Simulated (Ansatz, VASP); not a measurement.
## One calculation of Si2Mo, two programs

```xyz
3
Lattice="-1.6000 1.6000 3.9305 1.6000 -1.6000 3.9305 1.6000 1.6000 -3.9305" Properties=species:S:1:pos:R:3 pbc="T T T"
Mo    0.0000    0.0000    0.0000
Si    0.0000    0.0000    5.2433
Si    0.0000    0.0000    2.6177
```

Alike in both runs: task single point; functional PBE; k mesh 12 × 12 × 12; occupations gaussian, width 0.022 eV; no spin polarisation.

|  | VASP | Ansatz |
| --- | --- | --- |
| version | VASP 6.6.1 | Ansatz 0.2.0 |
| potentials or method | VASP PAW PBE potentials, release 64 (Mo_sv, Si) | Ansatz PAW |
| plane-wave cutoff (eV) | 520 | 420 |
| valence electrons in the cell | 22 | 22 |

```csv
,VASP,Ansatz,Ansatz less VASP
gap on the k mesh at the Fermi level (eV),none,none,-
pressure (GPa),2.4,2.2,-0.16
"traceless stress, the component that is largest in VASP (GPa)",-0.77,-0.76,+0.008
rms of the force components (eV/Å),0.128,0.130,+0.0022
```

Atom by atom the forces differ by 0.002 eV/Å (rms over components). A gap of «none» marks a metal or a gap that the smearing closes. With one functional, cell and mesh, what is left measures potentials, basis and numerics.
